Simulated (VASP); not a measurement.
Li2Se: single point with PBE

The system is Li2Se.

```xyz
3
Lattice="0.0000 2.9935 2.9935 2.9935 0.0000 2.9935 2.9935 2.9935 0.0000" Properties=species:S:1:pos:R:3 pbc="T T T"
Se    0.0000    0.0000    0.0000
Li    1.4968    1.4968    1.4968
Li    4.4903    4.4903    4.4903
```

```yaml
Program: VASP 6.6.1
Task: single point
Functional: PBE
Potentials_or_basis: VASP PAW PBE potentials, release 64 (Se, Li_sv)
Cutoff: 750 eV
k_mesh: 8 × 8 × 8
Occupations: fermi-dirac, width 0.02 eV
Spin: no spin polarisation
```

```json
{
 "Pressure": "0.3 GPa",
 "Band gap on the k mesh": "2.97 eV (least direct gap 3.42 eV)"
}
```

Levels at points of the mesh, in eV from the valence-band top:
```tsv
k point	band 4	band 5	band 6	band 7	band 8	band 9
(0.00, 0.00, 0.00)	0.00	0.00	0.00	3.42	5.62	5.62
(0.50, 0.00, 0.00)	-2.93	-0.53	-0.53	5.14	5.96	5.96
(0.50, 0.50, 0.00)	-2.30	-1.45	-1.45	2.97	6.19	10.37
```

It took 22 s on 1 thread of Intel(R) Xeon(R) 6975P-C (Granite Rapids), on a shared host, peak memory 0.25 GiB.

A k mesh can miss the band edges.
